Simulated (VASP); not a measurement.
Here is a VASP 6.6.1 calculation.

File INCAR:

```
SYSTEM = Si16Mo7
ALGO = Normal
EDIFF = 1E-6
ENCUT = 520
GGA = PE
ISIF = 2
ISMEAR = 0
LASPH = .TRUE.
LCHARG = .FALSE.
LREAL = Auto
LWAVE = .FALSE.
NBANDS = 98
NELM = 100
PREC = Accurate
SIGMA = 0.05
```

The input KPOINTS:

```
k-points
0
G
  2 2 2
  0 0 0
```

Contents of POSCAR:

```
Si16Mo7
1.0
    6.4085290000      0.0000000000      0.0000000000
    0.0000000000      6.4085290000      0.0000000000
    0.0000000000      0.0000000000      7.8161920000
Si Mo
16 7
Direct
    0.0026697234      0.0099930889      0.6717744395
    0.0009644959      0.0111301673      0.3286403405
    0.4992136261     -0.0158151738      0.6664485724
    0.4963870804     -0.0227694998      0.3356262231
    0.0026127681      0.4904097337      0.6712951780
    0.0003613934      0.4852965478      0.3206956789
    0.2829580704      0.2568522355      0.1760874093
    0.2669250619      0.2567224085      0.8303388658
    0.5000986966      0.5135769847      0.6650574858
    0.4971496579      0.5202719688      0.3369867322
    0.6910802775      0.2521193241      0.1940543426
    0.7202484377      0.2528510053      0.8129448458
    0.2416910339      0.7440134858      0.1537728346
    0.2359964354      0.7428823370      0.8395881268
    0.7681987551      0.7498310455      0.1581504139
    0.7766161314      0.7470138623      0.8365200087
   -0.0224772331      0.1563978255      0.0185728549
    0.5042119650     -0.0025681401     -0.0019109050
    0.2566446996      0.2509621163      0.5022947236
    0.5140575942      0.5086582272     -0.0026185385
    0.7450661454      0.2507033985      0.5022819296
    0.2463058215      0.7519163914      0.4971456689
    0.7586176172      0.7519444790      0.4963423365
```

Potentials or basis: VASP PAW PBE potentials, release 64 (Si, Mo_sv).

Run with:

```sh
$ cat potpaw_PBE.64/Si/POTCAR potpaw_PBE.64/Mo_sv/POTCAR > POTCAR
$ mpirun -np 1 vasp_std > vasp.out
```

(1) Predict the band gap on the k mesh.

(2) Predict the largest force.

(3) What does it give for the pressure?

## Answers

(1) zero (bands 81 and 82 overlap by 0.49 eV).

(2) 4.915 eV/Å.

(3) 5.7 GPa.

Caveat: the k points lie up to 0.49 Å⁻¹ apart.
